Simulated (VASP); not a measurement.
Runs of VASP 6.6.1 on Cr. The structure is that of space group P6/mmm (No. 191), or close to it. The cells are those of the table. 

```tsv
cell	k mesh	gap on the mesh (eV)	pressure (GPa)
a = 4.145, b = 4.145, c = 2.246 Å, angles 90.0, 90.0, 120.0°, 3 atoms	10 × 10 × 15	none	21.8
a = 4.204, b = 4.204, c = 2.278 Å, angles 90.0, 90.0, 120.0°, 3 atoms	10 × 10 × 15	none	9.6
a = 4.262, b = 4.262, c = 2.309 Å, angles 90.0, 90.0, 120.0°, 3 atoms	11 × 11 × 18	none	-0.2
a = 4.318, b = 4.318, c = 2.340 Å, angles 90.0, 90.0, 120.0°, 3 atoms	10 × 10 × 15	none	(b)
a = 4.084, b = 4.084, c = 2.213 Å, angles 90.0, 90.0, 120.0°, 3 atoms	10 × 10 × 15	none	36.9
a = 4.262, b = 4.262, c = 2.309 Å, angles 90.0, 90.0, 120.0°, 3 atoms	10 × 10 × 15	none	(a)
a = 4.426, b = 4.426, c = 2.398 Å, angles 90.0, 90.0, 120.0°, 3 atoms	10 × 10 × 15	none	-19.8
a = 4.373, b = 4.373, c = 2.369 Å, angles 90.0, 90.0, 120.0°, 3 atoms	10 × 10 × 15	none	-14.7
```

Alike in all rows: task single point; level RPBE; potentials or basis VASP PAW PBE potentials, release 64 (Cr_pv); no spin polarisation; cutoff (eV) 520; smearing fermi-dirac 0.1 eV.

Q: Estimate the missing entries.

A: (a) -0.3; (b) -8.2.

Caveats: the PAW data sets were made with another functional, which shifts forces and pressure a little; the run has no spin polarisation, though such a crystal can be magnetic.

A gap of «none» marks levels without a gap at the run's occupations.
